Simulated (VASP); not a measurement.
# Mg3Sb2 (P-3m1) in VASP: notebook, part 2 of 2

VASP 6.6.1.

## 3. Relaxation of shape and atoms at fixed volume, r2SCAN (27.75 Å³/atom)

This run uses another cell than the first one, of 27.75 Å³/atom.

Input file POSCAR:

```
Mg3Sb2
1.0
    4.6558171126      0.0000000000      0.0000000000
   -2.3279085563      4.0320558948      0.0000000000
    0.0000000000      0.0000000000      7.3917953845
Mg Sb
3 2
Direct
    0.3333333333      0.6666666667      0.6338483616
    0.6666666667      0.3333333333      0.3661516384
    0.0000000000      0.0000000000      0.0000000000
    0.3333333333      0.6666666667      0.2303533121
    0.6666666667      0.3333333333      0.7696466879
```

Input file INCAR.step1:

```
PREC = Accurate ; ENCUT = 660
ISMEAR = 0 ; SIGMA = 0.02
LREAL = F ; LASPH = T
NELM = 120 ; GGA = PE
ALGO = Normal ; EDIFF = 1E-5
LWAVE = T ; LCHARG = F
GGA_COMPAT = F ; IBRION = 2
ISIF = 3 ; EDIFFG = -0.005
NELMIN = 4 ; NSW = 100
```

Input file INCAR.step2:

```
PREC = Accurate ; ENCUT = 660
EDIFF = 1E-7 ; ISMEAR = 0
SIGMA = 0.02 ; LREAL = F
LASPH = T ; NELM = 120
ALGO = Normal ; ISIF = 4
LWAVE = F ; LCHARG = F
METAGGA = R2SCAN ; LMIXTAU = T
IBRION = 2 ; NSW = 50
EDIFFG = -0.01 ; ISTART = 1
GGA_COMPAT = F ; NELMIN = 4
```

Input file KPOINTS:

```
regular mesh
0
Gamma
  6 6 4
```

Potentials or basis: VASP PAW PBE potentials, release 64 (Mg, Sb).

The run is started by

```sh
> cat potpaw_PBE.64/Mg/POTCAR potpaw_PBE.64/Sb/POTCAR > POTCAR
> cp INCAR.step1 INCAR
> mpirun -np 1 vasp_std > vasp.out
> cp INCAR.step2 INCAR
> mpirun -np 1 vasp_std > vasp.out
```

OUTCAR:

```text
PREC = Accurate
   ENCUT = 660
   EDIFF = 1E-7
   ISMEAR = 0
   LREAL = F
   LASPH = T
   NELM = 120
   ISIF = 4
   METAGGA = R2SCAN
   IBRION = 2
   NSW = 50
   EDIFFG = -0.01
   ISTART = 1
   NELMIN = 4

 ion  position               nearest neighbor table
   1  0.333  0.667  0.634-   5 2.87   5 2.87   5 2.87   4 2.98   2 3.34   2 3.34   2 3.34
   2  0.667  0.333  0.366-   4 2.87   4 2.87   4 2.87   5 2.98   1 3.34   1 3.34   1 3.34
   3  0.000  0.000  0.000-   4 3.18   5 3.18   4 3.18   5 3.18   5 3.18   4 3.18
   4  0.333  0.667  0.230-   2 2.87   2 2.87   2 2.87   1 2.98   3 3.18   3 3.18   3 3.18
   5  0.667  0.333  0.770-   1 2.87   1 2.87   1 2.87   2 2.98   3 3.18   3 3.18   3 3.18

  LATTYP: Found a hexagonal cell.
 ALAT       =     4.6558171126
 C/A-ratio  =     1.5876472820

  Lattice vectors:

 A1 = (   4.6558171126,   0.0000000000,   0.0000000000)
 A2 = (  -2.3279085563,   4.0320558948,   0.0000000000)
 A3 = (   0.0000000000,   0.0000000000,   7.3917953845)

Analysis of symmetry for initial positions (statically):
=====================================================================
 Subroutine PRICEL returns:
 Original cell was already a primitive cell.

[... 167 lines left out ...]

 number of electron      16.0000001 magnetization

 Free energy of the ion-electron system (eV)
  ---------------------------------------------------
  ext. energy  EPLUGINS =         0.00000000
  ---------------------------------------------------
  free energy    TOTEN  =       -66.19035142 eV

  energy without entropy =      -66.19035142  energy(sigma->0) =      -66.19035142

------------------------ aborting loop because EDIFF is reached ----------------------------------------

  FORCE on cell =-STRESS in cart. coord.  units (eV):
  Direction    XX          YY          ZZ          XY          YZ          ZX
  --------------------------------------------------------------------------------------
  -------------------------------------------------------------------------------------
  Total       -2.1700963     -2.1700963     -2.0507192      0.0000000      0.0000000     -0.0000000
  in kB      -25.0563143    -25.0563143    -23.6779661      0.0000000      0.0000000     -0.0000000
  external PRESSURE =     -24.5968649 kB  Pullay stress =       0.0000000 kB
[... 65 lines left out ...]
--------------------------------------- Ionic step        3  -------------------------------------------

 number of electron      16.0000000 magnetization

 Free energy of the ion-electron system (eV)
  ---------------------------------------------------
  ext. energy  EPLUGINS =         0.00000000
  ---------------------------------------------------
  free energy    TOTEN  =       -66.19105231 eV

  energy without entropy =      -66.19105231  energy(sigma->0) =      -66.19105231

 E-fermi :   3.9427     XC(G=0):  -8.9515

 val. band max:        3.8352687504   @ k =   0.0000   0.0000   0.0000
 cond. band min:       4.4724607204   @ k =   0.3333   0.3333   0.0000
 fundamental gap:      0.6371919701
 Fermi energy:         3.9427105872

 k-point     1 :       0.0000    0.0000    0.0000
  band No.  band energies     occupation
      1      -6.5064      2.00000
      2      -5.3490      2.00000
      3      -0.8984      2.00000
      4       2.8115      2.00000
      5       2.8115      2.00000
      6       3.4918      2.00000
      7       3.4918      2.00000
      8       3.8353      2.00000
      9       5.3413      0.00000
     10       5.5675      0.00000
     11       7.2822      0.00000
     12       7.2822      0.00000
[... 375 lines left out ...]
  FREE ENERGIE OF THE ION-ELECTRON SYSTEM (eV)
  ---------------------------------------------------
  free  energy   TOTEN  =       -66.1910523129 eV

  energy  without entropy=      -66.1910523129  energy(sigma->0) =      -66.19105231

 reached required accuracy - stopping structural energy minimisation
```

OSZICAR.step1:

```text
N       E                     dE             d eps       ncg     rms          rms(c)
DAV:   1     0.550028938831E+02    0.55003E+02   -0.59071E+03   576   0.121E+03
DAV:   2    -0.102044717460E+02   -0.65207E+02   -0.60487E+02   704   0.144E+02
DAV:   3    -0.151315946679E+02   -0.49271E+01   -0.46485E+01   752   0.409E+01
DAV:   4    -0.152378660435E+02   -0.10627E+00   -0.10615E+00   680   0.626E+00
[... 59 lines left out ...]
       N       E                     dE             d eps       ncg     rms          rms(c)
DAV:   1    -0.146347599820E+02   -0.15553E-04   -0.19700E-04   632   0.776E-02    0.677E-03
DAV:   2    -0.146347577209E+02    0.22611E-05   -0.81238E-06   352   0.194E-02    0.390E-03
DAV:   3    -0.146347567043E+02    0.10166E-05   -0.31220E-06   320   0.101E-02    0.856E-04
DAV:   4    -0.146347567637E+02   -0.59402E-07   -0.34593E-07   308   0.453E-03
  10 F= -.14634757E+02 E0= -.14634757E+02  d E =-.121022E-04
```

Run time: 18 min. Hardware: 1 thread of Oxide Virtual Turin-like, shared host; peak memory 0.35 GiB.

Results:

```
Free energy                  : -66.1911 eV
Energy gained by relaxing    : 0.1 meV/atom
Ionic steps                  : 3
Pressure after relaxing      : -2.4 GPa
Largest force after relaxing : 0.007 eV/Å
Band gap on the k mesh       : 0.64 eV (least direct gap 1.51 eV)
```

Forces on the atoms (eV/Å):
```
Mg   0.000  0.000 -0.002
Mg   0.000  0.000  0.002
Mg   0.000  0.000  0.000
Sb   0.000  0.000  0.007
Sb   0.000  0.000 -0.007
```

Step by step:
| step | energy change (eV) | largest force (eV/Å) | pressure (GPa) | volume (Å³) |
| --- | --- | --- | --- | --- |
| 1 | 0.0000 | 0.0587 | -2.46 | 138.76 |
| 2 | -0.0004 | 0.0443 | -2.44 | 138.76 |
| 3 | -0.0007 | 0.0069 | -2.40 | 138.76 |

Final structure:
```xyz
5
Lattice="4.6497 0.0000 0.0000 -2.3248 4.0268 0.0000 0.0000 0.0000 7.4113" Properties=species:S:1:pos:R:3 pbc="T T T"
Mg    0.0000    2.6845    4.6980
Mg    2.3249    1.3423    2.7133
Mg    0.0000    0.0000    0.0000
Sb    0.0000    2.6845    1.7169
Sb    2.3249    1.3423    5.6943
```

Levels at points of the mesh, in eV from the valence-band top:
| k point | band 6 | band 7 | band 8 | band 9 | band 10 | band 11 |
| --- | --- | --- | --- | --- | --- | --- |
| (0.00, 0.00, 0.00) | -0.34 | -0.34 | 0.00 | 1.51 | 1.73 | 3.45 |
| (0.50, 0.00, 0.00) | -2.18 | -2.04 | -0.86 | 0.86 | 2.38 | 2.48 |
| (0.00, 0.00, 0.50) | -0.76 | -0.63 | -0.63 | 2.26 | 2.31 | 3.12 |
| (0.50, 0.00, 0.50) | -1.60 | -1.59 | -1.44 | 0.80 | 1.74 | 2.14 |

Caveat: semilocal functionals underestimate gaps, and a narrow one can read as zero; the PAW data sets were made with another functional, which shifts forces and pressure a little; spin-orbit coupling is left out, which moves the levels of the heavy elements. A k mesh can miss the band edges.
